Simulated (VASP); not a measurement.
Write the native input for VASP 6.6.1 that does the following.

```yaml
Task: single point
Functional: PBEsol
Potentials_or_basis: VASP PAW PBE potentials, release 64 (Hf_pv, O)
Cutoff: 520 eV
k_mesh: 8 × 8 × 8
Occupations: gaussian, width 0.05 eV
Spin: no spin polarisation
Dipole_correction: no
Further_INCAR_settings: ALGO = Normal; EDIFF = 1e-06; NBANDS = 18
```

The structure of HfO2 lies in POSCAR:

```
HfO2
1.0
    0.0000000000      2.6214375000      2.6853750000
    2.6214375000      0.0000000000      2.6853750000
    2.6214375000      2.6214375000      0.0000000000
Hf O
1 2
Direct
    0.0000000000      0.0000000000      0.0000000000
    0.2500000000      0.2500000000      0.2500000000
    0.7500000000      0.7500000000      0.7500000000
```

This cell differs from its parent crystal: strain +0.025 along x and y, +0.050 along z.

These files were run (other wordings do the same):

INCAR

```
SYSTEM = HfO2
PREC = Accurate
ENCUT = 520
EDIFF = 1E-6
ISMEAR = 0
SIGMA = 0.05
LREAL = .False.
LASPH = .True.
NELM = 60
ALGO = Normal
ISIF = 2
LWAVE = .False.
LCHARG = .False.
GGA = PS
NBANDS = 18
```

KPOINTS

```
Automatic mesh
0
Gamma
  8 8 8
  0 0 0
```

Potentials or basis: VASP PAW PBE potentials, release 64 (Hf_pv, O).

The run is started by

```console
$ cat potpaw_PBE.64/Hf_pv/POTCAR potpaw_PBE.64/O/POTCAR > POTCAR
$ mpirun -np 1 vasp_std > vasp.out
```

Results of the run:

```yaml
Pressure: -30.1 GPa
Band_gap_on_the_k_mesh: 3.24 eV, direct
```

Caveat: the cell differs from its parent crystal (strain +0.025 along x and y, +0.050 along z); the PAW data sets were made with another functional, which shifts forces and pressure a little; spin-orbit coupling is left out, which moves the levels of the heavy elements.

Wall time 41 s on 1 thread of Intel(R) Xeon(R) Platinum 8375C CPU @ 2.90GHz (Ice Lake), with other jobs on the host, peak memory 0.18 GiB.
